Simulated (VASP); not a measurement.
Mg3CdSe4:

```
Mg Cd Se
1.0
     6.01857    0.00000    0.00000
    -3.00929    5.21224    0.00000
     0.00000    0.00000    6.87140
Mg Cd Se
3 1 4
Direct
  0.50000 0.00000 0.50000
  0.00000 0.50000 0.50000
  0.50000 0.50000 0.50000
  0.00000 0.00000 0.00000
  0.33333 0.66667 0.50000
  0.66667 0.33333 0.50000
  0.00000 0.00000 0.32498
  0.00000 0.00000 0.67502
```

The cell was generated, and may not be a known phase.

- Program: VASP 6.6.1
- Task: relaxation of cell and atoms
- Functional: PBE
- Potentials or basis: VASP PAW PBE potentials, release 64 (Mg, Cd, Se)
- Cutoff: 600 eV
- k mesh: 3 × 3 × 2
- Occupations: gaussian, width 0.15 eV
- Spin: no spin polarisation

At the start: pressure 65.9 GPa; volume 26.94 Å³/atom.

Problem. How do energy, volume and symmetry change on relaxing?

Solution. Over 12 steps the energy falls by 3799.7 meV/atom and the volume is 60.78 Å³/atom (+125.6 %); space group P6/mmm (No. 191, to 0.1 Å) before and after.

The path:
```tsv
step	energy change (eV)	largest force (eV/Å)	pressure (GPa)	volume (Å³)
1	0.0000	1.8161	65.86	215.56
2	-25.8406	0.9797	-3.13	751.67
3	-30.0739	0.6472	0.95	443.53
4	-30.0922	0.5823	0.12	464.47
5	-30.0984	0.6108	0.43	455.88
6	-30.0919	0.6295	0.67	449.97
7	-30.2646	0.6703	0.28	460.74
8	-30.2995	0.7450	0.14	466.84
9	-30.3043	0.7978	0.09	469.53
10	-30.3665	0.4160	0.08	474.92
11	-30.3871	0.0419	0.11	480.13
12	-30.3977	0.0335	0.00	486.21
```

Final structure:
```
Mg Cd Se
1.0
     8.23475    0.00000    0.00000
    -4.11737    7.13150    0.00000
     0.00000    0.00000    8.27931
Mg Cd Se
3 1 4
Direct
  0.50000 0.00000 0.50000
  0.00000 0.50000 0.50000
  0.50000 0.50000 0.50000
  0.00000 0.00000 0.00000
  0.33333 0.66667 0.50000
  0.66667 0.33333 0.50000
  0.00000 0.00000 0.29682
  0.00000 0.00000 0.70318
```

Caveat: the k points lie up to 0.38 Å⁻¹ apart in the final cell; the volume moved by over 15 % at a fixed basis, so the end points are rough; the relaxation stopped at a loose force limit of 0.08 eV/Å, so its end isn't a converged minimum.
